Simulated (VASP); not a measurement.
Here is a VASP 6.6.1 calculation.

INCAR

```
SYSTEM = WC
PREC = Accurate
ENCUT = 520
EDIFF = 1E-7
ISMEAR = -1
SIGMA = 0.1
LREAL = Auto
LASPH = .TRUE.
NELM = 100
ALGO = Normal
ISIF = 2
LWAVE = .FALSE.
LCHARG = .FALSE.
GGA = PS
NBANDS = 86
```

Contents of KPOINTS:

```
regular mesh
0
G
  3 3 1
  0 0 0
```

The input POSCAR:

```
WC
1.0
    5.8014000000      0.0000000000      0.0000000000
   -2.9007000000      5.0241600000      0.0000000000
    0.0000000000      0.0000000000     15.2518850000
W C
8 8
Direct
    0.0000000000      0.0000000000      0.0655656661
    0.0039943783      0.0053342250      0.2630953485
   -0.0000066282      0.5000039808      0.0655656661
    0.0236962191      0.5027308048      0.2564142072
    0.5000000000      0.0000000000      0.0655656661
    0.5127897871      0.0047570141      0.2486643454
    0.5000106090      0.5000039808      0.0655656661
    0.5210730747      0.5069305118      0.2532080461
    0.3428561049      0.1609423267      0.1566363764
    0.3383944103      0.1773231744      0.3322343435
    0.3470590572      0.6530245852      0.1507420230
    0.3508560962      0.6750979268      0.3210029449
    0.8053997932      0.1470494570      0.1511550867
    0.8557915364      0.1830554759      0.3305034099
    0.8587685915      0.6713759116      0.1451558283
    0.8414671934      0.6502181459      0.3269169680
```

Potentials or basis: VASP PAW PBE potentials, release 64 (W_sv, C).

The run is started by

```console
$ cat potpaw_PBE.64/W_sv/POTCAR potpaw_PBE.64/C/POTCAR > POTCAR
$ mpirun -np 1 vasp_std > vasp.out
```

Question: Predict the band gap on the k mesh.

Answer: Zero (bands 72 and 73 overlap by 0.70 eV).

Question: What does it give for the largest force?

Answer: 2.985 eV/Å.

Forces on the atoms (eV/Å):
```
W    0.331  0.308  0.994
W    1.718 -0.963 -2.169
W    1.100 -0.738 -0.009
W   -2.274 -0.333 -1.905
W   -0.269 -0.426 -0.646
W   -0.573  0.504  2.410
W    0.972 -0.628 -0.089
W   -0.035 -1.304 -0.409
C   -1.030  0.463 -0.711
C    0.913 -0.014 -1.136
C   -1.340  0.868  0.245
C    0.544  0.321  1.440
C    2.558  1.496 -0.026
C   -0.951 -0.518  0.087
C   -1.684 -0.216  1.618
C    0.021  1.181  0.302
```

Caveat: the k points lie up to 0.42 Å⁻¹ apart, too coarse for converged energies and pressures of a metal; the atoms stand as in a frame of molecular dynamics; the PAW data sets were made with another functional, which shifts forces and pressure a little; spin-orbit coupling is left out, which moves the levels of the heavy elements.
